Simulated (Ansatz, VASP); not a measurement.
**Two plane-wave programs on Ir**

The input INCAR:

```
  ALGO = Normal
  EDIFF = 1E-6
  ENCUT = 500
  GGA = PE
  GGA_COMPAT = False
  ISIF = 2
  ISMEAR = 0
  LASPH = True
  LCHARG = False
  LREAL = False
  LWAVE = False
  NBANDS = 16
  NELM = 120
  PREC = Accurate
  SIGMA = 0.1
```

File KPOINTS:

```
k-points
0
Gamma
  6 6 6
```

Contents of POSCAR:

```
Ir
1.0
    0.0000000000      3.2078947470      3.2078947470
    3.2078947470      0.0000000000      3.2078947470
    3.2078947470      3.2078947470      0.0000000000
Ir
2
Direct
    0.2500000000      0.2500000000      0.2500000000
    0.0000000000      0.0000000000      0.0000000000
```

Input for Ansatz:

```yaml
crystal:
  lattice:
    - [0.0, 3.207894747, 3.207894747]
    - [3.207894747, 0.0, 3.207894747]
    - [3.207894747, 3.207894747, 0.0]
  atoms:
    - { symbol: Ir, position: [0.25, 0.25, 0.25] }
    - { symbol: Ir, position: [0.0, 0.0, 0.0] }
basis:
  ecutwfc: 420
kpoints:
  mp_grid: { grid: [6, 6, 6] }
hamiltonian:
  xc: pbe
scf:
  occupations: { method: gaussian, width: 0.1 }
output:
  forces: true
  stress: true
  eigenvalues: true
```

Alike in both runs: task single point; functional PBE; k mesh 6 × 6 × 6; occupations gaussian, width 0.1 eV; no spin polarisation.

```csv
,VASP,Ansatz
version,VASP 6.6.1,Ansatz 0.2.0
potentials or method,"VASP PAW PBE potentials, release 64 (Ir), cutoff 500 eV","scalar-relativistic, plane waves, PAW"
valence electrons in the cell,18,34
```

```tsv
	VASP	Ansatz	Ansatz less VASP
gap on the k mesh at the Fermi level (eV)	none	none	-
pressure (GPa)	-25.8	-25.9	-0.16
```

A gap of «none» marks a metal or a gap that the smearing closes. VASP's potentials hold 18 valence electrons a cell and Ansatz's 34, so a difference there can come from the potentials and not from the codes.

Spin-orbit coupling is off throughout.
